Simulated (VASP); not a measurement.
# ZnO2 (Pa-3) in VASP: single point with PBEsol

Aim: the single point of ZnO2 with PBEsol.

Program: VASP 6.6.1. These are calculated values, not measurements. Logs are shortened: lines on timing, memory, paths and dates and some standing lists are left out, and cuts for length are marked.

### Step 1. The cell of the first run

It takes space group Pa-3 (No. 205, cubic). The conventional cell has a = 4.994 Å, b = 4.994 Å, c = 4.994 Å, α = 90.00°, β = 90.00°, γ = 90.00°. Within 2.8 Å of Zn (site symmetry -3) lie 6 O at 2.15 Å. O (site symmetry 3) has 1 O at 1.51 Å within 2.0 Å.

### Step 2. Single point, PBEsol (10.38 Å³/atom)

File INCAR:

```
PREC     = Accurate       # precision mode
ENCUT    = 520            # plane-wave cutoff, eV
EDIFF    = 1E-6           # SCF threshold, eV
ISMEAR   = 0              # smearing method
SIGMA    = 0.05           # smearing width, eV
LREAL    = F              # projectors in reciprocal space
LASPH    = T              # aspherical terms in the spheres
NELM     = 80             # most SCF steps
ALGO     = Normal         # electronic algorithm
ISIF     = 2              # what is computed and relaxed
LWAVE    = F              # write WAVECAR
LCHARG   = F              # write CHGCAR
GGA      = PS             # functional
NBANDS   = 60             # bands
```

File KPOINTS:

```
regular mesh
0
Gamma
  6 6 6
```

File POSCAR:

```
ZnO2
1.0
    4.9944471688      0.0000000000      0.0000000000
    0.0000000000      4.9944471688      0.0000000000
    0.0000000000      0.0000000000      4.9944471688
Zn O
4 8
Direct
    0.0000000000      0.5000000000      0.5000000000
    0.5000000000      0.5000000000      0.0000000000
    0.5000000000      0.0000000000      0.5000000000
    0.0000000000      0.0000000000      0.0000000000
    0.4124604578      0.0875395422      0.9124604578
    0.0875395422      0.9124604578      0.4124604578
    0.9124604578      0.4124604578      0.0875395422
    0.5875395422      0.5875395422      0.5875395422
    0.4124604578      0.4124604578      0.4124604578
    0.0875395422      0.5875395422      0.9124604578
    0.9124604578      0.0875395422      0.5875395422
    0.5875395422      0.9124604578      0.0875395422
```

Potentials or basis: VASP PAW PBE potentials, release 64 (Zn, O).

The run is started by

```
$ cat potpaw_PBE.64/Zn/POTCAR potpaw_PBE.64/O/POTCAR > POTCAR
$ mpirun -np 1 vasp_std > vasp.out
```

OUTCAR:

```text
PREC = Accurate
   ENCUT = 520
   EDIFF = 1E-6
   ISMEAR = 0
   LREAL = F
   LASPH = T
   NELM = 80
   ISIF = 2
   GGA = PS

 ion  position               nearest neighbor table
   1  0.000  0.500  0.500-   6 2.15   7 2.15   8 2.15   9 2.15  10 2.15  11 2.15
   2  0.500  0.500  0.000-   5 2.15   7 2.15   8 2.15   9 2.15  10 2.15  12 2.15
   3  0.500  0.000  0.500-   5 2.15   6 2.15   8 2.15   9 2.15  11 2.15  12 2.15
   4  0.000  0.000  0.000-   5 2.15   6 2.15   7 2.15  10 2.15  11 2.15  12 2.15
   5  0.412  0.088  0.912-  12 1.51   3 2.15   4 2.15   2 2.15
   6  0.088  0.912  0.412-  11 1.51   3 2.15   4 2.15   1 2.15
   7  0.912  0.412  0.088-  10 1.51   2 2.15   4 2.15   1 2.15
   8  0.588  0.588  0.588-   9 1.51   2 2.15   3 2.15   1 2.15
   9  0.412  0.412  0.412-   8 1.51   2 2.15   3 2.15   1 2.15
  10  0.088  0.588  0.912-   7 1.51   2 2.15   4 2.15   1 2.15
  11  0.912  0.088  0.588-   6 1.51   3 2.15   4 2.15   1 2.15
  12  0.588  0.912  0.088-   5 1.51   3 2.15   4 2.15   2 2.15

  LATTYP: Found a simple cubic cell.
 ALAT       =     4.9944471688

  Lattice vectors:

 A1 = (   4.9944471688,   0.0000000000,   0.0000000000)
 A2 = (   0.0000000000,   4.9944471688,   0.0000000000)
 A3 = (   0.0000000000,   0.0000000000,   4.9944471688)

Analysis of symmetry for initial positions (statically):
=====================================================================
 Subroutine PRICEL returns:
 Original cell was already a primitive cell.

 Routine SETGRP: Setting up the symmetry group for a
 simple cubic supercell.

 Subroutine GETGRP returns: Found 24 space group operations
 (whereof  6 operations were pure point group operations)
 out of a pool of 48 trial point group operations.

The static configuration has the point symmetry S_6 .
 The point group associated with its full space group is T_h .

Analysis of symmetry for dynamics (positions and initial velocities):
=====================================================================
 Subroutine PRICEL returns:
 Original cell was already a primitive cell.

 Routine SETGRP: Setting up the symmetry group for a
 simple cubic supercell.

 Subroutine GETGRP returns: Found 24 space group operations
 (whereof  6 operations were pure point group operations)
 out of a pool of 48 trial point group operations.

The dynamic configuration has the point symmetry S_6 .
 The point group associated with its full space group is T_h .

 Subroutine INISYM returns: Found 24 space group operations
 (whereof  6 operations are pure point group operations),
 and found     1 'primitive' translations

----------------------------------------------------------------------------------------

                                     Primitive cell

  volume of cell :     124.5840

  direct lattice vectors                    reciprocal lattice vectors
     4.994447169  0.000000000  0.000000000     0.200222360  0.000000000  0.000000000
     0.000000000  4.994447169  0.000000000     0.000000000  0.200222360  0.000000000
     0.000000000  0.000000000  4.994447169     0.000000000  0.000000000  0.200222360

  length of vectors
     4.994447169  4.994447169  4.994447169     0.200222360  0.200222360  0.200222360

  position of ions in fractional coordinates (direct lattice)
     0.000000000  0.500000000  0.500000000
     0.500000000  0.500000000  0.000000000
     0.500000000  0.000000000  0.500000000
     0.000000000  0.000000000  0.000000000
     0.412460458  0.087539542  0.912460458
     0.087539542  0.912460458  0.412460458
     0.912460458  0.412460458  0.087539542
     0.587539542  0.587539542  0.587539542
     0.412460458  0.412460458  0.412460458
     0.087539542  0.587539542  0.912460458
     0.912460458  0.087539542  0.587539542
     0.587539542  0.912460458  0.087539542

  ion indices of the primitive-cell ions
   primitive index   ion index
                 1           1
                 2           2
                 3           3
                 4           4
                 5           5
                 6           6
                 7           7
                 8           8
                 9           9
                10          10
                11          11
                12          12

----------------------------------------------------------------------------------------

 KPOINTS: regular mesh

Automatic generation of k-mesh.
 Grid dimensions read from file:
 generate k-points for:    6    6    6

 Generating k-lattice:

  Cartesian coordinates                     Fractional coordinates (reciprocal lattice)
     0.033370393  0.000000000  0.000000000     0.166666667  0.000000000  0.000000000
     0.000000000  0.033370393  0.000000000     0.000000000  0.166666667  0.000000000
     0.000000000  0.000000000  0.033370393     0.000000000  0.000000000  0.166666667

  Length of vectors
     0.033370393  0.033370393  0.033370393

  Shift w.r.t. Gamma in fractional coordinates (k-lattice)
     0.000000000  0.000000000  0.000000000

 Subroutine IBZKPT returns following result:
 ===========================================

 Found     24 irreducible k-points:

 Following reciprocal coordinates:
            Coordinates               Weight
  0.000000  0.000000  0.000000      1.000000
  0.166667  0.000000  0.000000      6.000000
  0.333333  0.000000  0.000000      6.000000
  0.500000  0.000000  0.000000      3.000000
  0.166667  0.166667  0.000000     12.000000
  0.333333  0.166667  0.000000     12.000000
[... 16 lines left out ...]
  0.500000  0.500000  0.333333      6.000000
  0.500000  0.500000  0.500000      1.000000
   k-points           NKPTS =     24   k-points in BZ     NKDIM =     24   number of bands    NBANDS=     60
   number of dos      NEDOS =    301   number of ions     NIONS =     12
   total plane-waves  NPLWV =  64000
   dimension x,y,z NGX =    40 NGY =   40 NGZ =   40
   dimension x,y,z NGXF=    80 NGYF=   80 NGZF=   80
   ions per type =               4   8
   NGX,Y,Z   is equivalent  to a cutoff of  13.31, 13.31, 13.31 a.u.
   NGXF,Y,Z  is equivalent  to a cutoff of  26.63, 26.63, 26.63 a.u.
 SYSTEM =  unknown system
   PREC   = accura    normal or accurate (medium, high low for compatibility)
   ISTART =      0    job   : 0-new  1-cont  2-samecut
   ICHARG =      2    charge: 1-file 2-atom 10-const
   ISPIN  =      1    spin polarized calculation?
   LNONCOLLINEAR =      F non collinear calculations
   LSORBIT =      F    spin-orbit coupling
   LASPH  =      T    aspherical Exc in radial PAW
   ENCUT  =  520.0 eV  38.22 Ry    6.18 a.u.   9.29  9.29  9.29*2*pi/ulx,y,z
   NELM   =     80;   NELMIN=  2; NELMDL= -5     # of ELM steps
   EDIFF  = 0.1E-05   stopping-criterion for ELM
   LREAL  =      F    real-space projection
   EDIFFG = 0.1E-04   stopping-criterion for IOM
   NSW    =      0    number of steps for IOM
   IBRION =     -1    ionic relax: 0-MD 1-quasi-New 2-CG
   NFREE  =      0    steps in history (QN), initial steepest desc. (CG)
   ISIF   =      2    stress and relaxation
   ISYM   =      2    0-nonsym 1-usesym 2-fastsym
   POTIM  = 0.5000    time-step for ionic-motion
   TEBEG  =    0.0;   TEEND  =   0.0 temperature during run
   PSTRESS=    0.0 pullay stress
   NELECT =      96.0000    total number of electrons
   NUPDOWN=      -1.0000    fix difference up-down
   EMIN   =  10.00;   EMAX   =-10.00  energy-range for DOS
   EFERMI =   0.00;   METHOD = LEGACY
   ISMEAR =     0;   SIGMA  =   0.05  broadening in eV -4-tet -1-fermi 0-gaus
   EFERMI_NEDOS =   21; number of points for ismear=-14 and -15
   IALGO  =     38    algorithm
   IMIX   =      4    mixing-type and parameters
     AMIX     =   0.40;   BMIX     =  1.00
     AMIX_MAG =   1.60;   BMIX_MAG =  1.00
  volume/ion in A,a.u.               =      10.38        70.06
  Fermi-wavevector in a.u.,A,eV,Ry     =   1.500875  2.836242 30.648829  2.252625
  Thomas-Fermi vector in A             =   2.612319
   LORBIT       =      0    0 simple, 1 ext, 2 COOP (PROOUT), +10 PAW based schemes
   GGA     = PS    functional components
   LHFCALC =     F    Hartree Fock is set to
   AEXX    =    0.0000 exact exchange contribution
   IVDW    =     0    specifies the selected vdW correction
   LEPSILON=     F    determine dielectric tensor
   LRPA    =     F    only Hartree local field effects (RPA)
 non-spin polarized calculation
 Gauss-broadening in eV      SIGMA  =   0.05
  energy-cutoff  :      520.00
  volume of cell :      124.58
 maximum number of plane-waves:      3407
 NGX is ok and might be reduce to    40
   NGX = 19   NGY = 19   NGZ = 19

 number of electron      96.0000090 magnetization

 Free energy of the ion-electron system (eV)
  ---------------------------------------------------
  ext. energy  EPLUGINS =         0.00000000
  ---------------------------------------------------
  free energy    TOTEN  =       -57.19736075 eV

  energy without entropy =      -57.19736075  energy(sigma->0) =      -57.19736075

 E-fermi :   2.5868     XC(G=0): -11.5191

 val. band max:        2.3023851517   @ k =   0.0000   0.0000   0.0000
 cond. band min:       4.2581571332   @ k =   0.1667   0.1667   0.1667
 fundamental gap:      1.9557719815
 Fermi energy:         2.5867699081

 k-point     1 :       0.0000    0.0000    0.0000
  band No.  band energies     occupation
      1     -19.5199      2.00000
      2     -18.8443      2.00000
      3     -18.8443      2.00000
      4     -18.8443      2.00000
      5     -13.4245      2.00000
      6     -13.4245      2.00000
[... 52 lines left out ...]
     59      11.9572      0.00000
     60      13.3494      0.00000

 k-point     2 :       0.1667    0.0000    0.0000
  band No.  band energies     occupation
      1     -19.4743      2.00000
      2     -18.8882      2.00000
      3     -18.8381      2.00000
      4     -18.8381      2.00000
      5     -13.4349      2.00000
      6     -13.4309      2.00000
[... 1383 lines left out ...]
      4     -18.9508      2.00000
      5     -13.5548      2.00000
      6     -13.5548      2.00000
[... 52 lines left out ...]
     59       9.0688      0.00000
     60       9.0688      0.00000

------------------------ aborting loop because EDIFF is reached ----------------------------------------

  FORCE on cell =-STRESS in cart. coord.  units (eV):
  Direction    XX          YY          ZZ          XY          YZ          ZX
  --------------------------------------------------------------------------------------
  -------------------------------------------------------------------------------------
  Total       -7.9283877     -7.9283877     -7.9283877     -0.0000000      0.0000000     -0.0000000
  in kB     -101.9607892   -101.9607892   -101.9607892     -0.0000000      0.0000000     -0.0000000
  external PRESSURE =    -101.9607892 kB  Pullay stress =       0.0000000 kB

 VOLUME and BASIS-vectors are now :
 -----------------------------------------------------------------------------
  energy-cutoff  :      520.00
  volume of cell :      124.58
      direct lattice vectors                 reciprocal lattice vectors
     4.994447169  0.000000000  0.000000000     0.200222360  0.000000000  0.000000000
     0.000000000  4.994447169  0.000000000     0.000000000  0.200222360  0.000000000
     0.000000000  0.000000000  4.994447169     0.000000000  0.000000000  0.200222360

 POSITION                                       TOTAL-FORCE (eV/Angst)
 -----------------------------------------------------------------------------------
      0.00000      2.49722      2.49722        -0.000000     -0.000000     -0.000000
      2.49722      2.49722      0.00000        -0.000000     -0.000000     -0.000000
      2.49722      0.00000      2.49722        -0.000000     -0.000000     -0.000000
      0.00000      0.00000      0.00000        -0.000000     -0.000000     -0.000000
      2.06001      0.43721      4.55724         0.201993     -0.201993      0.201993
      0.43721      4.55724      2.06001        -0.201993      0.201993      0.201993
      4.55724      2.06001      0.43721         0.201993      0.201993     -0.201993
      2.93444      2.93444      2.93444        -0.201993     -0.201993     -0.201993
      2.06001      2.06001      2.06001         0.201993      0.201993      0.201993
      0.43721      2.93444      4.55724        -0.201993     -0.201993      0.201993
      4.55724      0.43721      2.93444         0.201993     -0.201993     -0.201993
      2.93444      4.55724      0.43721        -0.201993      0.201993     -0.201993
 -----------------------------------------------------------------------------------
    total drift:                                0.000000      0.000000     -0.000000

  FREE ENERGIE OF THE ION-ELECTRON SYSTEM (eV)
  ---------------------------------------------------
  free  energy   TOTEN  =       -57.1973607513 eV

  energy  without entropy=      -57.1973607513  energy(sigma->0) =      -57.19736075
```

It took 3.3 min on 1 thread of Intel Xeon Platinum 8259CL at 2.50GHz (Skylake/Cascade Lake), shared host; peak memory 0.3 GiB.

What came out:

| Quantity | Value |
| --- | --- |
| Free energy | -57.1974 eV |
| Pressure | -10.2 GPa |
| Largest force | 0.350 eV/Å |
| Band gap on the k mesh | 1.96 eV (least direct gap 2.09 eV) |

Forces on the atoms (eV/Å):
```
Zn   0.000  0.000  0.000
Zn   0.000  0.000  0.000
Zn   0.000  0.000  0.000
Zn   0.000  0.000  0.000
O    0.202 -0.202  0.202
O   -0.202  0.202  0.202
O    0.202  0.202 -0.202
O   -0.202 -0.202 -0.202
O    0.202  0.202  0.202
O   -0.202 -0.202  0.202
O    0.202 -0.202 -0.202
O   -0.202  0.202 -0.202
```

Levels at points of the mesh, in eV from the valence-band top:
```tsv
k point	band 44	band 45	band 46	band 47	band 48	band 49	band 50	band 51	band 52	band 53
(0.00, 0.00, 0.00)	-0.27	-0.27	-0.27	0.00	0.00	2.52	2.99	2.99	2.99	3.21
(0.50, 0.00, 0.00)	-1.58	-1.24	-1.24	-0.18	-0.18	2.24	2.24	3.02	3.02	5.08
(0.50, 0.50, 0.00)	-1.68	-1.23	-1.23	-1.23	-1.23	2.69	2.69	2.69	2.69	5.74
(0.50, 0.50, 0.50)	-2.04	-1.87	-1.87	-1.87	-1.87	3.21	3.21	3.21	3.21	6.07
```

Caveat: the cell stands under tension; the PAW data sets were made with another functional, which shifts forces and pressure a little. A k mesh can miss the band edges.
